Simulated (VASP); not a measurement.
Wanted: the native input for a VASP 6.6.1 run.

* Task: single point
* Functional: PBE
* Potentials or basis: VASP PAW PBE potentials, release 64 (S)
* Cutoff: 520 eV
* k mesh: 9 × 9 × 5
* Occupations: fermi-dirac, width 0.05 eV
* Spin: no spin polarisation
* Dipole correction: no
* Further INCAR settings: ALGO = Normal; EDIFF = 1e-07; NBANDS = 13

The structure of S lies in POSCAR:

```
S
1.0
    3.3190022047      0.0000000000      0.0000000000
   -1.6595011024      2.8743402245      0.0000000000
    0.0000000000      0.0000000000      3.5462996631
S
2
Direct
    0.3333333333      0.6666666667      0.2500000000
    0.6666666667      0.3333333333      0.7500000000
```

One way to write it, as run:

INCAR

```
ALGO     = Normal         # electronic algorithm
EDIFF    = 1E-7           # SCF threshold, eV
ENCUT    = 520            # plane-wave cutoff, eV
GGA      = PE             # functional
ISIF     = 2              # what is computed and relaxed
ISMEAR   = -1             # smearing method
LASPH    = True           # aspherical terms in the spheres
LCHARG   = False          # write CHGCAR
LREAL    = False          # projectors in reciprocal space
LWAVE    = False          # write WAVECAR
NBANDS   = 13             # bands
NELM     = 100            # most SCF steps
PREC     = Accurate       # precision mode
SIGMA    = 0.05           # smearing width, eV
```

KPOINTS

```
k-points
0
Gamma
  9 9 5
```

Potentials or basis: VASP PAW PBE potentials, release 64 (S).

Command:

```console
$ cat potpaw_PBE.64/S/POTCAR > POTCAR
$ mpirun -np 1 vasp_std > vasp.out
```

Results of the run:

```yaml
Pressure: -0.1 GPa
Band_gap_on_the_k_mesh: zero (band 6 reaches 7.80 eV, above the bottom of band 7 at 5.45 eV)
```

It took 7.8 s on 1 thread of AMD EPYC 9R45 96-Core Processor (Zen 5), on a shared host, peak memory 0.12 GiB.
